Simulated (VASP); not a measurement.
# AgCl (R-3m) in VASP: a series of runs

The runs below take AgCl through single point, with PBEsol.

Program: VASP 6.6.1. These are calculated values, not measurements. Logs are shortened: lines on timing, memory, paths and dates and some standing lists are left out, and cuts for length are marked.

## (1) The cell of the first run

The structure is trigonal, space group R-3m (No. 166). The conventional cell has a = 4.791 Å, b = 4.791 Å, c = 6.026 Å, α = 90.00°, β = 90.00°, γ = 120.00°. Ag (site symmetry -3m) has 8 Cl at 2.94 to 3.01 Å and 6 Ag at 3.42 Å within 3.9 Å. Within 3.9 Å of Cl (site symmetry -3m) lie 8 Ag at 2.94 to 3.01 Å and 6 Cl at 3.42 Å.

## (2) Single point, PBEsol

File INCAR:

```
PREC = Accurate ; ENCUT = 520
EDIFF = 1E-6 ; ISMEAR = 0
SIGMA = 0.05 ; LREAL = F
LASPH = T ; NELM = 80
ALGO = Normal ; ISIF = 2
LWAVE = F ; LCHARG = F
GGA = PS ; NBANDS = 16
```

File KPOINTS:

```
regular mesh
0
Gamma
  12 12 12
```

File POSCAR:

```
AgCl
1.0
    3.4179998059      0.0305995160      0.0305995160
    0.0305995160      3.4179998059      0.0305995160
    0.0305995160      0.0305995160      3.4179998059
Ag Cl
1 1
Direct
    0.0000000000      0.0000000000      0.0000000000
    0.5000000000      0.5000000000      0.5000000000
```

Potentials or basis: VASP PAW PBE potentials, release 64 (Ag, Cl).

Launch:

```
$ cat potpaw_PBE.64/Ag/POTCAR potpaw_PBE.64/Cl/POTCAR > POTCAR
$ mpirun -np 1 vasp_std > vasp.out
```

OUTCAR:

```text
PREC = Accurate
   ENCUT = 520
   EDIFF = 1E-6
   ISMEAR = 0
   LREAL = F
   LASPH = T
   NELM = 80
   ISIF = 2
   GGA = PS

 ion  position               nearest neighbor table
   1  0.000  0.000  0.000-   2 2.94   2 2.94   2 2.94   2 2.94   2 2.94   2 2.94   2 3.01   2 3.01

   2  0.500  0.500  0.500-   1 2.94   1 2.94   1 2.94   1 2.94   1 2.94   1 2.94   1 3.01   1 3.01

  LATTYP: Found a trigonal (rhomboedric) cell.
 ALAT       =     3.4182737360
 COS(alpha) =     0.0179821897

  Lattice vectors:

 A1 = (   3.4179998059,   0.0305995160,   0.0305995160)
 A2 = (   0.0305995160,   3.4179998059,   0.0305995160)
 A3 = (   0.0305995160,   0.0305995160,   3.4179998059)

Analysis of symmetry for initial positions (statically):
=====================================================================
 Subroutine PRICEL returns:
 Original cell was already a primitive cell.

 Routine SETGRP: Setting up the symmetry group for a
 trigonal (rhombohedral) supercell.

 Subroutine GETGRP returns: Found 12 space group operations
 (whereof 12 operations were pure point group operations)
 out of a pool of 12 trial point group operations.

The static configuration has the point symmetry D_3d.

Analysis of symmetry for dynamics (positions and initial velocities):
=====================================================================
 Subroutine PRICEL returns:
 Original cell was already a primitive cell.

 Routine SETGRP: Setting up the symmetry group for a
 trigonal (rhombohedral) supercell.

 Subroutine GETGRP returns: Found 12 space group operations
 (whereof 12 operations were pure point group operations)
 out of a pool of 12 trial point group operations.

The dynamic configuration has the point symmetry D_3d.

 Subroutine INISYM returns: Found 12 space group operations
 (whereof 12 operations are pure point group operations),
 and found     1 'primitive' translations

----------------------------------------------------------------------------------------

                                     Primitive cell

  volume of cell :      39.9220

  direct lattice vectors                    reciprocal lattice vectors
     3.417999806  0.030599516  0.030599516     0.292615258 -0.002596383 -0.002596383
     0.030599516  3.417999806  0.030599516    -0.002596383  0.292615258 -0.002596383
[... 77 lines left out ...]
   ISTART =      0    job   : 0-new  1-cont  2-samecut
   ICHARG =      2    charge: 1-file 2-atom 10-const
   ISPIN  =      1    spin polarized calculation?
   LNONCOLLINEAR =      F non collinear calculations
   LSORBIT =      F    spin-orbit coupling
   LASPH  =      T    aspherical Exc in radial PAW
   ENCUT  =  520.0 eV  38.22 Ry    6.18 a.u.   6.36  6.36  6.36*2*pi/ulx,y,z
   NELM   =     80;   NELMIN=  2; NELMDL= -5     # of ELM steps
   EDIFF  = 0.1E-05   stopping-criterion for ELM
   LREAL  =      F    real-space projection
   EDIFFG = 0.1E-04   stopping-criterion for IOM
   NSW    =      0    number of steps for IOM
   IBRION =     -1    ionic relax: 0-MD 1-quasi-New 2-CG
   NFREE  =      0    steps in history (QN), initial steepest desc. (CG)
   ISIF   =      2    stress and relaxation
   ISYM   =      2    0-nonsym 1-usesym 2-fastsym
   POTIM  = 0.5000    time-step for ionic-motion
   TEBEG  =    0.0;   TEEND  =   0.0 temperature during run
   PSTRESS=    0.0 pullay stress
   NELECT =      18.0000    total number of electrons
   NUPDOWN=      -1.0000    fix difference up-down
   EMIN   =  10.00;   EMAX   =-10.00  energy-range for DOS
   EFERMI =   0.00;   METHOD = LEGACY
   ISMEAR =     0;   SIGMA  =   0.05  broadening in eV -4-tet -1-fermi 0-gaus
   EFERMI_NEDOS =   21; number of points for ismear=-14 and -15
   IALGO  =     38    algorithm
   IMIX   =      4    mixing-type and parameters
     AMIX     =   0.40;   BMIX     =  1.00
     AMIX_MAG =   1.60;   BMIX_MAG =  1.00
  volume/ion in A,a.u.               =      19.96       134.70
  Fermi-wavevector in a.u.,A,eV,Ry     =   1.255341  2.372250 21.441149  1.575880
  Thomas-Fermi vector in A             =   2.389102
   LORBIT       =      0    0 simple, 1 ext, 2 COOP (PROOUT), +10 PAW based schemes
   GGA     = PS    functional components
   LHFCALC =     F    Hartree Fock is set to
   AEXX    =    0.0000 exact exchange contribution
   IVDW    =     0    specifies the selected vdW correction
   LEPSILON=     F    determine dielectric tensor
   LRPA    =     F    only Hartree local field effects (RPA)
 non-spin polarized calculation
 Gauss-broadening in eV      SIGMA  =   0.05
  energy-cutoff  :      520.00
  volume of cell :       39.92
 maximum number of plane-waves:      1090
 NGX is ok and might be reduce to    28
   NGX = 13   NGY = 13   NGZ = 13

 number of electron      18.0000002 magnetization

 Free energy of the ion-electron system (eV)
  ---------------------------------------------------
  ext. energy  EPLUGINS =         0.00000000
  ---------------------------------------------------
  free energy    TOTEN  =        -5.78209761 eV

  energy without entropy =       -5.78209761  energy(sigma->0) =       -5.78209761

 E-fermi :   4.2082     XC(G=0): -10.6926

 val. band max:        4.0227677160   @ k =   0.5000   0.0000   0.0000
 cond. band min:       4.3862100955   @ k =   0.0000   0.0000   0.0000
 fundamental gap:      0.3634423796
 Fermi energy:         4.2082067387

 k-point     1 :       0.0000    0.0000    0.0000
  band No.  band energies     occupation
      1     -10.6959      2.00000
      2       1.1527      2.00000
      3       1.1527      2.00000
      4       2.1281      2.00000
      5       2.1281      2.00000
      6       2.1553      2.00000
[... 433 lines left out ...]
      3       0.8580      2.00000
      4       1.1966      2.00000
      5       1.4204      2.00000
      6       2.0858      2.00000
[... 8 lines left out ...]
     15      18.9991      0.00000
     16      20.3920      0.00000

 [... further k-points ...]
[... 5 lines left out ...]
  --------------------------------------------------------------------------------------
  -------------------------------------------------------------------------------------
  Total       -1.0250006     -1.0250006     -1.0250006      0.0659896      0.0659896      0.0659896
  in kB      -41.1360336    -41.1360336    -41.1360336      2.6483414      2.6483414      2.6483414
  external PRESSURE =     -41.1360336 kB  Pullay stress =       0.0000000 kB

 VOLUME and BASIS-vectors are now :
 -----------------------------------------------------------------------------
  energy-cutoff  :      520.00
  volume of cell :       39.92
      direct lattice vectors                 reciprocal lattice vectors
     3.417999806  0.030599516  0.030599516     0.292615258 -0.002596383 -0.002596383
     0.030599516  3.417999806  0.030599516    -0.002596383  0.292615258 -0.002596383
     0.030599516  0.030599516  3.417999806    -0.002596383 -0.002596383  0.292615258

 POSITION                                       TOTAL-FORCE (eV/Angst)
 -----------------------------------------------------------------------------------
      0.00000      0.00000      0.00000        -0.000000      0.000000      0.000000
      1.73960      1.73960      1.73960         0.000000     -0.000000     -0.000000
 -----------------------------------------------------------------------------------
    total drift:                                0.000000      0.000000      0.000000

  FREE ENERGIE OF THE ION-ELECTRON SYSTEM (eV)
  ---------------------------------------------------
  free  energy   TOTEN  =        -5.7820976144 eV

  energy  without entropy=       -5.7820976143  energy(sigma->0) =       -5.78209761
```

OSZICAR:

```text
N       E                     dE             d eps       ncg     rms          rms(c)
DAV:   1     0.984690936893E+02    0.98469E+02   -0.87211E+03  6168   0.102E+03
DAV:   2    -0.258798534964E+01   -0.10106E+03   -0.92642E+02  7656   0.223E+02
DAV:   3    -0.603557546911E+01   -0.34476E+01   -0.34396E+01  7272   0.435E+01
DAV:   4    -0.605711037143E+01   -0.21535E-01   -0.21534E-01  7848   0.376E+00
DAV:   5    -0.605736336540E+01   -0.25299E-03   -0.25299E-03  7416   0.397E-01    0.599E+00
DAV:   6    -0.579242574760E+01    0.26494E+00   -0.42618E-01  7568   0.930E+00    0.399E+00
DAV:   7    -0.578625851201E+01    0.61672E-02   -0.98850E-02  6464   0.207E+00    0.207E+00
DAV:   8    -0.578235110480E+01    0.39074E-02   -0.67945E-03  7568   0.806E-01    0.356E-01
DAV:   9    -0.578207137748E+01    0.27973E-03   -0.54977E-04  7840   0.378E-01    0.747E-02
DAV:  10    -0.578209628331E+01   -0.24906E-04   -0.90239E-05  6984   0.937E-02    0.316E-02
DAV:  11    -0.578209763751E+01   -0.13542E-05   -0.11730E-06  6240   0.946E-03    0.189E-03
DAV:  12    -0.578209761444E+01    0.23077E-07   -0.23373E-07  3920   0.453E-03
   1 F= -.57820976E+01 E0= -.57820976E+01  d E =-.103532E-09
```

stdout:

```text
POSCAR found type information on POSCAR AgCl
 POSCAR found :  2 types and       2 ions
 scaLAPACK will be used
 -----------------------------------------------------------------------------
|                                                                             |
|                                                                             |
|     You enforced a specific xc type in the INCAR file but a different       |
|     I HOPE YOU KNOW WHAT YOU ARE DOING!                                     |
|                                                                             |
 -----------------------------------------------------------------------------

 LDA part: xc-table for (Slater+PW92), standard interpolation
 POSCAR, INCAR and KPOINTS ok, starting setup
 FFT: planning ... GRIDC
 FFT: planning ... GRID_SOFT
 FFT: planning ... GRID
 WAVECAR not read
 entering main loop
```

Wall time 95 s (1 thread of AMD EPYC 7R43 (Zen 3), shared host); peak memory 0.21 GiB.

What came out:

| Quantity | Value |
| --- | --- |
| Free energy | -5.7821 eV |
| Pressure | -4.1 GPa |
| Band gap on the k mesh | 0.36 eV, indirect (least direct gap 1.91 eV) |

Caveat: the PAW data sets were made with another functional, which shifts forces and pressure a little. A k mesh can miss the band edges.

## (3) Single point, PBEsol

File INCAR:

```
SYSTEM = AgCl
PREC = Accurate ; ENCUT = 520
EDIFF = 1E-6 ; ISMEAR = 0
SIGMA = 0.05 ; LREAL = .FALSE.
LASPH = .TRUE. ; NELM = 100
ALGO = Normal ; ISIF = 2
LWAVE = .FALSE. ; LCHARG = .FALSE.
GGA = PS ; NBANDS = 16
```

File KPOINTS:

```
Automatic mesh
0
G
  12 12 12
  0 0 0
```

File POSCAR:

```
AgCl
1.0
    3.4188040423     -0.0603045489     -0.0603045489
   -0.0603045489      3.4188040423     -0.0603045489
   -0.0603045489     -0.0603045489      3.4188040423
Ag Cl
1 1
Direct
    0.0000000000      0.0000000000      0.0000000000
    0.5000000000      0.5000000000      0.5000000000
```

Potentials or basis: VASP PAW PBE potentials, release 64 (Ag, Cl).

Launch:

```
$ cat potpaw_PBE.64/Ag/POTCAR potpaw_PBE.64/Cl/POTCAR > POTCAR
$ mpirun -np 1 vasp_std > vasp.out
```

Wall time 93 s (1 thread of AMD EPYC 7R43 (Zen 3), shared host); peak memory 0.21 GiB.

It converged, with:

- Free energy: -5.7873 eV
- Pressure: -4.0 GPa
- Band gap on the k mesh: 0.32 eV, indirect (least direct gap 1.93 eV)

Stress tensor (GPa, compression positive):
```
-4.04 -0.52 -0.52
-0.52 -4.04 -0.52
-0.52 -0.52 -4.04
```

Levels at points of the mesh, in eV from the valence-band top:
| k point | band 7 | band 8 | band 9 | band 10 | band 11 | band 12 |
| --- | --- | --- | --- | --- | --- | --- |
| (0.00, 0.00, 0.00) | -1.86 | -1.61 | -1.61 | 0.32 | 9.18 | 9.18 |
| (0.50, 0.00, 0.00) | -1.56 | -0.23 | 0.00 | 4.60 | 5.40 | 9.00 |
| (0.50, 0.50, 0.00) | -2.22 | -1.64 | -1.05 | 2.55 | 8.53 | 8.91 |
| (0.50, 0.50, 0.50) | -0.37 | -0.37 | -0.13 | 4.31 | 4.31 | 4.80 |

Caveat: the PAW data sets were made with another functional, which shifts forces and pressure a little.

(Part 1 of 2 ends here.)
